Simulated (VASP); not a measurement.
# Co: electric field gradients with PBE

Co:

```
Co
1.0
     2.53568    0.00000    0.00000
    -1.26784    2.19597    0.00000
     0.00000    0.00000    4.11809
Co
2
Direct
  0.33333 0.66667 0.25000
  0.66667 0.33333 0.75000
```

```json
{"Program": "VASP 6.6.1", "Task": "electric field gradients", "Functional": "PBE", "Potentials or basis": "VASP PAW PBE potentials, release 64 (Co)", "Cutoff": "520 eV", "k mesh": "19 × 19 × 10", "Occupations": "fermi-dirac, width 0.05 eV", "Spin": "collinear spin, ferromagnetic start", "Starting moments": "[2.0, 2.0] μB", "Dipole correction": "no", "Further INCAR settings": "ALGO = Normal; EDIFF = 1e-08; NBANDS = 20"}
```

- Pressure: -10.5 GPa
- Net moment: 3.30 μB per cell
- Site moments: Co +1.68 μB
- Largest electric field gradient by atom: Co -1.9 V/Å²
- Valence electrons inside the program's atomic spheres: Co 8.17

Stress tensor (GPa, compression positive):
```
-10.10   0.00   0.00
  0.00 -10.10   0.00
  0.00   0.00 -11.31
```

Levels at points of the mesh, in eV from the Fermi level:
Spin up:
```tsv
k point	band 9	band 10	band 11	band 12	band 13	band 14
(0.00, 0.00, 0.00)	-1.92	-0.93	-0.93	-0.08	5.81	21.56
(0.00, 0.00, 0.50)	-1.22	-1.22	-1.22	-1.22	14.29	14.29
```
Spin down:
```
           k point  band 5  band 6  band 7  band 8  band 9  band 10
(0.00, 0.00, 0.00)   -0.85   -0.52   -0.52   -0.17   -0.11    -0.11
(0.00, 0.00, 0.50)   -0.90   -0.90   -0.90   -0.90    0.69     0.69
```

Electric field gradients, principal values (V/Å²):
```tsv
atom	least	middle	greatest (by size)
1 Co	0.930	0.931	-1.861
2 Co	0.930	0.931	-1.861
```

Run time: 90 s on 1 thread of Intel(R) Xeon(R) 6975P-C (Granite Rapids), on a shared host, peak memory 0.26 GiB.

Caveat: the cell stands under tension; without QUAD_EFG the Cq values of the log hold for a quadrupole moment of 1 mb, not for the nuclei.
